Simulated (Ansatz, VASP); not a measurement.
# One calculation of AlNi, two programs

File INCAR:

```
ALGO = Normal
EDIFF = 1E-6
ENCUT = 520
GGA = PE
ISIF = 2
ISMEAR = -1
ISPIN = 2
LASPH = T
LCHARG = F
LMAXMIX = 4
LORBIT = 11
LREAL = F
LWAVE = F
MAGMOM = 0 1
NBANDS = 18
NELM = 150
PREC = Accurate
SIGMA = 0.1
```

Contents of KPOINTS:

```
k-points
0
Gamma
  9 9 9
```

The input POSCAR:

```
AlNi
1.0
    2.8810000000      0.0000000000      0.0000000000
    0.0000000000      2.8810000000      0.0000000000
    0.0000000000      0.0000000000      2.8810000000
Al Ni
1 1
Direct
    0.0000000000      0.0000000000      0.0000000000
    0.5000000000      0.5000000000      0.5000000000
```

Input for Ansatz:

```yaml
crystal:
  lattice:
    - [2.881, 0.0, 0.0]
    - [0.0, 2.881, 0.0]
    - [0.0, 0.0, 2.881]
  atoms:
    - { symbol: Al, position: [0.0, 0.0, 0.0], spin: 0.0 }
    - { symbol: Ni, position: [0.5, 0.5, 0.5], spin: 1.0 }
basis:
  ecutwfc: 510.0
kpoints:
  mp_grid:
    grid: [9, 9, 9]
hamiltonian:
  xc: pbe
magnetization:
  spin_polarized: true
scf:
  convergence:
    dr2_threshold: 1.0e-10
  occupations:
    method: fermi_dirac
output:
  stress: true
```

Alike in both runs: task single point; functional PBE; k mesh 9 × 9 × 9; collinear spin.

|  | VASP | Ansatz |
| --- | --- | --- |
| version | VASP 6.6.1 | Ansatz 0.2.0 |
| potentials or method | VASP PAW PBE potentials, release 64 (Al, Ni), cutoff 520 eV | plane waves, PAW |
| occupations | fermi-dirac, width 0.1 eV | fermi-dirac |
| valence electrons in the cell | 13 | 21 |

|  | VASP | Ansatz | Ansatz less VASP |
| --- | --- | --- | --- |
| pressure (GPa) | 2.1 | 2.1 | +0.01 |
| net moment per atom (μB) | 0.00 | 0.00 | 0.000 |

VASP's potentials hold 13 valence electrons a cell and Ansatz's 21, so a difference there can come from the potentials and not from the codes. Ansatz's warnings: seeded moment not kept.
